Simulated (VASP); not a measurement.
# Na (P6_3/mmc) in VASP: a series of runs

Runs on Na. Level: PBEsol. Tasks: single point, relaxation of cell and atoms.

All numbers are computed with VASP 6.6.1; they aren't measurements. Logs are shortened: lines on timing, memory, paths and dates and some standing lists are left out, and cuts for length are marked.

## Step 1: The cell of the first run

The structure is hexagonal, space group P6_3/mmc (No. 194). Conventional cell: a = 3.719 Å, b = 3.719 Å, c = 6.074 Å, α = 90.00°, β = 90.00°, γ = 120.00°. Within 4.9 Å of Na (site symmetry -6m2) lie 12 Na at 3.72 Å.

This isn't the form of Na at room conditions, which is bcc.

## Step 2: Single point, PBEsol

INCAR

```
SYSTEM = Na
PREC = Accurate
ENCUT = 520
EDIFF = 1E-7
ISMEAR = -1
SIGMA = 0.1
LREAL = .FALSE.
LASPH = .TRUE.
NELM = 80
ALGO = Normal
ISIF = 2
LWAVE = .FALSE.
LCHARG = .FALSE.
GGA = PS
NBANDS = 14
```

KPOINTS

```
Automatic mesh
0
G
  14 14 8
  0 0 0
```

POSCAR

```
Na
1.0
    3.7186209827      0.0000000000      0.0000000000
   -1.8593104914      3.2204202381      0.0000000000
    0.0000000000      0.0000000000      6.0740300452
Na
2
Direct
    0.3333333333      0.6666666667      0.2500000000
    0.6666666667      0.3333333333      0.7500000000
```

Potentials or basis: VASP PAW PBE potentials, release 64 (Na_pv).

Launch:

```
$ cat potpaw_PBE.64/Na_pv/POTCAR > POTCAR
$ mpirun -np 1 vasp_std > vasp.out
```

OUTCAR:

```text
SYSTEM = Na
   PREC = Accurate
   ENCUT = 520
   EDIFF = 1E-7
   ISMEAR = -1
   LREAL = .FALSE.
   LASPH = .TRUE.
   NELM = 80
   ISIF = 2
   GGA = PS

 ion  position               nearest neighbor table
   1  0.333  0.667  0.250-
   2  0.667  0.333  0.750-

  LATTYP: Found a hexagonal cell.
 ALAT       =     3.7186209827
 C/A-ratio  =     1.6334092863

  Lattice vectors:

 A1 = (   3.7186209827,   0.0000000000,   0.0000000000)
 A2 = (  -1.8593104914,   3.2204202381,   0.0000000000)
 A3 = (   0.0000000000,   0.0000000000,   6.0740300452)

Analysis of symmetry for initial positions (statically):
=====================================================================
 Subroutine PRICEL returns:
 Original cell was already a primitive cell.

 Routine SETGRP: Setting up the symmetry group for a
 hexagonal supercell.

 Subroutine GETGRP returns: Found 24 space group operations
 (whereof 12 operations were pure point group operations)
 out of a pool of 24 trial point group operations.

The static configuration has the point symmetry D_3d.
 The point group associated with its full space group is D_6h.

Analysis of symmetry for dynamics (positions and initial velocities):
=====================================================================
 Subroutine PRICEL returns:
 Original cell was already a primitive cell.

 Routine SETGRP: Setting up the symmetry group for a
 hexagonal supercell.

 Subroutine GETGRP returns: Found 24 space group operations
 (whereof 12 operations were pure point group operations)
 out of a pool of 24 trial point group operations.

The dynamic configuration has the point symmetry D_3d.
 The point group associated with its full space group is D_6h.

 Subroutine INISYM returns: Found 24 space group operations
 (whereof 12 operations are pure point group operations),
 and found     1 'primitive' translations

----------------------------------------------------------------------------------------

                                     Primitive cell

  volume of cell :      72.7397

  direct lattice vectors                    reciprocal lattice vectors
     3.718620983  0.000000000  0.000000000     0.268916893  0.155259240  0.000000000
    -1.859310491  3.220420238  0.000000000     0.000000000  0.310518481  0.000000000
     0.000000000  0.000000000  6.074030045     0.000000000  0.000000000  0.164635340

  length of vectors
     3.718620983  3.718620983  6.074030045     0.310518481  0.310518481  0.164635340

  position of ions in fractional coordinates (direct lattice)
     0.333333333  0.666666667  0.250000000
     0.666666667  0.333333333  0.750000000

  ion indices of the primitive-cell ions
   primitive index   ion index
                 1           1
                 2           2

----------------------------------------------------------------------------------------

 KPOINTS: Automatic mesh

Automatic generation of k-mesh.
 Grid dimensions read from file:
 generate k-points for:   14   14    8

 Generating k-lattice:

  Cartesian coordinates                     Fractional coordinates (reciprocal lattice)
     0.019208349  0.011089946  0.000000000     0.071428571  0.000000000  0.000000000
     0.000000000  0.022179891  0.000000000     0.000000000  0.071428571  0.000000000
     0.000000000  0.000000000  0.020579417     0.000000000  0.000000000  0.125000000

  Length of vectors
     0.022179891  0.022179891  0.020579417

  Shift w.r.t. Gamma in fractional coordinates (k-lattice)
     0.000000000  0.000000000  0.000000000

 Subroutine IBZKPT returns following result:
 ===========================================

 Found    120 irreducible k-points:

 Following reciprocal coordinates:
            Coordinates               Weight
  0.000000  0.000000  0.000000      1.000000
  0.071429  0.000000  0.000000      6.000000
  0.142857  0.000000  0.000000      6.000000
  0.214286 -0.000000  0.000000      6.000000
  0.285714  0.000000  0.000000      6.000000
  0.357143  0.000000  0.000000      6.000000
[... 16 lines left out ...]
  0.285714  0.285714  0.000000      6.000000
  0.357143  0.285714  0.000000      6.000000
 [... further k-points ...]
   k-points           NKPTS =    120   k-points in BZ     NKDIM =    120   number of bands    NBANDS=     14
   number of dos      NEDOS =    301   number of ions     NIONS =      2
   total plane-waves  NPLWV =  37632
   dimension x,y,z NGX =    28 NGY =   28 NGZ =   48
   dimension x,y,z NGXF=    56 NGYF=   56 NGZF=   96
   ions per type =               2
   NGX,Y,Z   is equivalent  to a cutoff of  12.52, 12.52, 13.14 a.u.
   NGXF,Y,Z  is equivalent  to a cutoff of  25.04, 25.04, 26.28 a.u.
 SYSTEM =  Na
   PREC   = accura    normal or accurate (medium, high low for compatibility)
   ISTART =      0    job   : 0-new  1-cont  2-samecut
   ICHARG =      2    charge: 1-file 2-atom 10-const
   ISPIN  =      1    spin polarized calculation?
   LNONCOLLINEAR =      F non collinear calculations
   LSORBIT =      F    spin-orbit coupling
   LASPH  =      T    aspherical Exc in radial PAW
   ENCUT  =  520.0 eV  38.22 Ry    6.18 a.u.   6.91  6.91 11.29*2*pi/ulx,y,z
   NELM   =     80;   NELMIN=  2; NELMDL= -5     # of ELM steps
   EDIFF  = 0.1E-06   stopping-criterion for ELM
   LREAL  =      F    real-space projection
   EDIFFG = 0.1E-05   stopping-criterion for IOM
   NSW    =      0    number of steps for IOM
   IBRION =     -1    ionic relax: 0-MD 1-quasi-New 2-CG
   NFREE  =      0    steps in history (QN), initial steepest desc. (CG)
   ISIF   =      2    stress and relaxation
   ISYM   =      2    0-nonsym 1-usesym 2-fastsym
   POTIM  = 0.5000    time-step for ionic-motion
   TEBEG  =    0.0;   TEEND  =   0.0 temperature during run
   PSTRESS=    0.0 pullay stress
   NELECT =      14.0000    total number of electrons
   NUPDOWN=      -1.0000    fix difference up-down
   EMIN   =  10.00;   EMAX   =-10.00  energy-range for DOS
   EFERMI =   0.00;   METHOD = LEGACY
   ISMEAR =    -1;   SIGMA  =   0.10  broadening in eV -4-tet -1-fermi 0-gaus
   EFERMI_NEDOS =   21; number of points for ismear=-14 and -15
   IALGO  =     38    algorithm
   IMIX   =      4    mixing-type and parameters
     AMIX     =   0.40;   BMIX     =  1.00
     AMIX_MAG =   1.60;   BMIX_MAG =  1.00
  volume/ion in A,a.u.               =      36.37       245.44
  Fermi-wavevector in a.u.,A,eV,Ry     =   0.945207  1.786183 12.155673  0.893417
  Thomas-Fermi vector in A             =   2.073086
   LORBIT       =      0    0 simple, 1 ext, 2 COOP (PROOUT), +10 PAW based schemes
   GGA     = PS    functional components
   LHFCALC =     F    Hartree Fock is set to
   AEXX    =    0.0000 exact exchange contribution
   IVDW    =     0    specifies the selected vdW correction
   LEPSILON=     F    determine dielectric tensor
   LRPA    =     F    only Hartree local field effects (RPA)
 non-spin polarized calculation
  energy-cutoff  :      520.00
  volume of cell :       72.74
 maximum number of plane-waves:      1972
 NGX is ok and might be reduce to    28
   NGX = 13   NGY = 13   NGZ = 23

 number of electron      13.9999991 magnetization

 Free energy of the ion-electron system (eV)
  ---------------------------------------------------
  ext. energy  EPLUGINS =         0.00000000
  ---------------------------------------------------
  free energy    TOTEN  =        -2.81617178 eV

  energy without entropy =       -2.78611006  energy(sigma->0) =       -2.80114092

 E-fermi :   0.3568     XC(G=0):  -6.5512

 val. band max:        0.3558274404   @ k =   0.2857   0.2143   0.3750
 cond. band min:       0.3570396186   @ k =   0.3571   0.0714   0.5000
 fundamental gap:      0.0012121782
 Fermi energy:         0.3568097658

 k-point     1 :       0.0000    0.0000    0.0000
  band No.  band energies     occupation
      1     -24.4434      2.00000
      2     -24.4110      2.00000
      3     -24.4110      2.00000
      4     -24.4057      2.00000
      5     -24.4057      2.00000
      6     -24.4055      2.00000
      7      -2.9596      2.00000
      8       0.9051      0.00828
      9       1.3460      0.00010
     10      10.4465      0.00000
     11      10.4465      0.00000
     12      10.8382      0.00000
     13      10.8382      0.00000
     14      10.9412      0.00000

 k-point     2 :       0.0714    0.0000    0.0000
  band No.  band energies     occupation
      1     -24.4428      2.00000
      2     -24.4124      2.00000
      3     -24.4114      2.00000
      4     -24.4072      2.00000
      5     -24.4060      2.00000
      6     -24.4057      2.00000
      7      -2.8830      2.00000
      8       0.9728      0.00422
      9       1.4204      0.00005
     10       9.0399      0.00000
     11       9.8196      0.00000
     12      10.2758      0.00000
     13      11.5474      0.00000
     14      11.6842      0.00000

 k-point     3 :       0.1429    0.0000    0.0000
  band No.  band energies     occupation
      1     -24.4410      2.00000
      2     -24.4164      2.00000
      3     -24.4127      2.00000
      4     -24.4113      2.00000
      5     -24.4066      2.00000
      6     -24.4064      2.00000
      7      -2.6540      2.00000
      8       1.1762      0.00055
      9       1.6411      0.00001
     10       7.3973      0.00000
     11       9.1454      0.00000
     12       9.4131      0.00000
     13      10.8173      0.00000
     14      11.6235      0.00000
[... 324 lines left out ...]
 k-point    23 :       0.2857    0.2857    0.0000
  band No.  band energies     occupation
      1     -24.4346      2.00000
      2     -24.4307      2.00000
      3     -24.4256      2.00000
      4     -24.4236      2.00000
      5     -24.4203      2.00000
      6     -24.4167      2.00000
      7       0.5875      0.18105
      8       2.4840      0.00000
      9       2.5728      0.00000
     10       4.1876      0.00000
     11       5.0485      0.00000
     12       6.0833      0.00000
     13       6.1655      0.00000
     14       7.0006      0.00000

 k-point    24 :       0.3571    0.2857    0.0000
  band No.  band energies     occupation
      1     -24.4345      2.00000
      2     -24.4289      2.00000
      3     -24.4282      2.00000
      4     -24.4218      2.00000
      5     -24.4216      2.00000
      6     -24.4185      2.00000
      7       1.4225      0.00005
      8       1.5876      0.00001
      9       2.4764      0.00000
     10       5.0768      0.00000
     11       5.0930      0.00000
     12       5.4376      0.00000
     13       6.0561      0.00000
     14       6.6591      0.00000

 [... further k-points ...]

------------------------ aborting loop because EDIFF is reached ----------------------------------------

  FORCE on cell =-STRESS in cart. coord.  units (eV):
  Direction    XX          YY          ZZ          XY          YZ          ZX
  --------------------------------------------------------------------------------------
  -------------------------------------------------------------------------------------
  Total        0.0083682      0.0083682      0.0092990     -0.0000000      0.0000000      0.0000000
  in kB        0.1843196      0.1843196      0.2048211     -0.0000000      0.0000000      0.0000000
  external PRESSURE =       0.1911534 kB  Pullay stress =       0.0000000 kB

 VOLUME and BASIS-vectors are now :
 -----------------------------------------------------------------------------
  energy-cutoff  :      520.00
  volume of cell :       72.74
      direct lattice vectors                 reciprocal lattice vectors
     3.718620983  0.000000000  0.000000000     0.268916893  0.155259240  0.000000000
    -1.859310491  3.220420238  0.000000000     0.000000000  0.310518481  0.000000000
     0.000000000  0.000000000  6.074030045     0.000000000  0.000000000  0.164635340

 POSITION                                       TOTAL-FORCE (eV/Angst)
 -----------------------------------------------------------------------------------
     -0.00000      2.14695      1.51851         0.000000     -0.000000      0.000000
      1.85931      1.07347      4.55552        -0.000000      0.000000      0.000000
 -----------------------------------------------------------------------------------
    total drift:                                0.000000     -0.000000      0.000000

  FREE ENERGIE OF THE ION-ELECTRON SYSTEM (eV)
  ---------------------------------------------------
  free  energy   TOTEN  =        -2.8161717801 eV

  energy  without entropy=       -2.7861100624  energy(sigma->0) =       -2.80114092
```

It took 83 s on 1 thread of Intel Xeon Platinum 8488C (Sapphire Rapids), shared host; peak memory 0.23 GiB.

What came out:

```
Free energy            : -2.8162 eV
Pressure               : 0.0 GPa
Band gap on the k mesh : zero (bands 7 and 8 overlap by 4.14 eV)
```

Caveat: the PAW data sets were made with another functional, which shifts forces and pressure a little.

## Step 3: Relaxation of cell and atoms, PBEsol

This run uses another cell than the first one, of 37.81 Å³/atom.

INCAR

```
SYSTEM = Na
ALGO = Normal
EDIFF = 1E-7
EDIFFG = -0.002
ENCUT = 600
GGA = PS
IBRION = 2
ISIF = 3
ISMEAR = -1
LASPH = .True.
LCHARG = .False.
LREAL = .False.
LWAVE = .False.
NELM = 100
NSW = 100
PREC = Accurate
SIGMA = 0.1
```

KPOINTS

```
k-points
0
Gamma
  14 14 8
  0 0 0
```

POSCAR

```
Na
1.0
    3.7670000000      0.0000000000      0.0000000000
   -1.8835000000      3.2623176961      0.0000000000
    0.0000000000      0.0000000000      6.1540000000
Na
2
Direct
    0.3333333333      0.6666666667      0.2500000000
    0.6666666667      0.3333333333      0.7500000000
```

Potentials or basis: VASP PAW PBE potentials, release 64 (Na_pv).

Launch:

```
$ cat potpaw_PBE.64/Na_pv/POTCAR > POTCAR
$ mpirun -np 1 vasp_std > vasp.out
```

It took 5.4 min on 1 thread of Intel Xeon Platinum 8488C (Sapphire Rapids), shared host; peak memory 0.26 GiB.

It converged, with:

* Free energy: -2.8166 eV
* Relaxed volume: 36.34 Å³/atom
* Relaxed cell: a = 3.718 Å, b = 3.718 Å, c = 6.073 Å, α = 90.00°, β = 90.00°, γ = 120.00°
* Space group after relaxing (to 0.1 Å): P6_3/mmc (No. 194)
* Energy gained by relaxing: 1.3 meV/atom
* Ionic steps: 5
* Pressure after relaxing: 0.0 GPa
* Band gap on the k mesh: zero (bands 7 and 8 overlap by 4.14 eV)

Step by step:
```
step  energy change (eV)  largest force (eV/Å)  pressure (GPa)  volume (Å³)
   1              0.0000                0.0000           -0.28        75.63
   2             -0.0011                0.0000           -0.22        74.90
   3             -0.0026                0.0000           -0.01        72.73
   4             -0.0026                0.0000            0.01        72.63
   5             -0.0026                0.0000            0.00        72.68
```

Final structure:
```
Na
1.0
     3.71761    0.00000    0.00000
    -1.85881    3.21955    0.00000
     0.00000    0.00000    6.07262
Na
2
Cartesian
  0.0000 2.1464 1.5182
  1.8588 1.0732 4.5545
```

Levels at points of the mesh, in eV from the Fermi level:
```csv
k point,band 3,band 4,band 5,band 6,band 7,band 8,band 9,band 10,band 11
"(0.00, 0.00, 0.00)",-24.77,-24.76,-24.76,-24.76,-3.32,0.55,0.99,10.09,10.09
"(0.50, 0.00, 0.00)",-24.78,-24.78,-24.77,-24.77,0.24,0.37,3.88,3.92,4.43
"(0.00, 0.00, 0.50)",-24.76,-24.76,-24.76,-24.76,-2.27,-2.27,5.59,5.59,10.68
"(0.50, 0.00, 0.50)",-24.77,-24.77,-24.77,-24.77,1.06,1.06,1.57,1.57,7.76
```

Caveat: the PAW data sets were made with another functional, which shifts forces and pressure a little.
